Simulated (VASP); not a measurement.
# SnO: single point with PBEsol

Crystal: SnO.

```xyz
8
Lattice="0.0000 0.0000 -3.8942 -3.3156 0.0000 0.0000 0.0000 12.9100 0.0000" Properties=species:S:1:pos:R:3 pbc="T T T"
Sn    0.0000    9.8913   -1.8452
Sn    0.0000    4.1863   -1.8452
Sn   -1.6578    1.5187   -3.7922
Sn   -1.6578    7.2237   -3.7922
O     0.0000    2.1985   -1.0755
O     0.0000    7.9035   -1.0755
O    -1.6578    9.2115   -3.0225
O    -1.6578    3.5065   -3.0225
```

This cell differs from its parent crystal: the distance across one plane changed.

* Program: VASP 6.6.1
* Task: single point
* Functional: PBEsol
* Potentials or basis: VASP PAW PBE potentials, release 64 (Sn_d, O)
* Cutoff: 520 eV
* k mesh: 7 × 8 × 3
* Occupations: gaussian, width 0.05 eV
* Spin: no spin polarisation

The pressure is 0.2 GPa, the largest force is 0.087 eV/Å and the band gap on the k mesh is 1.80 eV (least direct gap 2.12 eV).

Forces on the atoms (eV/Å):
```
Sn   0.000  0.056  0.066
Sn   0.000  0.082  0.030
Sn   0.000 -0.056  0.066
Sn   0.000 -0.082  0.030
O    0.000 -0.039 -0.054
O    0.000  0.047 -0.042
O    0.000  0.039 -0.054
O    0.000 -0.047 -0.042
```

Stress tensor (GPa, compression positive):
```
 0.55  0.00  0.00
 0.00 -0.14  0.00
 0.00  0.00  0.12
```

Levels at points of the mesh, in eV from the valence-band top:
```csv
k point,band 38,band 39,band 40,band 41,band 42,band 43
"(0.00, 0.00, 0.00)",-1.76,-1.14,0.00,2.94,3.39,3.45
"(0.00, 0.50, 0.00)",-0.95,-0.67,-0.67,2.10,2.10,2.55
```

Wall time 11 min on 1 thread of Oxide Virtual Turin-like Processor, with other jobs on the host, peak memory 0.37 GiB.

Caveat: the cell differs from its parent crystal (the distance across one plane changed); the PAW data sets were made with another functional, which shifts forces and pressure a little; spin-orbit coupling is left out, which moves the levels of the heavy elements. A k mesh can miss the band edges.
